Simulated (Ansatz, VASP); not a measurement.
# LaAg: VASP beside Ansatz

```
La Ag
1.0
     3.74742    0.00000    0.00000
     0.00000    3.74742    0.00000
     0.00000    0.00000    3.74742
La Ag
1 1
Direct
  0.50000 0.50000 0.50000
  0.00000 0.00000 0.00000
```

Change from the starting cell: volume scaled by 0.99, crystal datasets.

Alike in both runs: task electric field gradients; functional PBEsol; k mesh 9 × 9 × 9; occupations fermi-dirac, width 0.08 eV; no spin polarisation.

|  | VASP | Ansatz |
| --- | --- | --- |
| version | VASP 6.6.1 | Ansatz 0.2.0 |
| potentials or method | VASP PAW PBE potentials, release 64 (La, Ag), cutoff 520 eV | all-electron PAW with datasets made for the crystal, scalar-relativistic |

```csv
,VASP,Ansatz,Ansatz less VASP
pressure (GPa),0.2,0.3,+0.09
```

VASP's potentials were made for PBE, not for PBEsol. Ansatz ran all-electron here, and VASP with PAW potentials.

Spin-orbit coupling is off throughout.
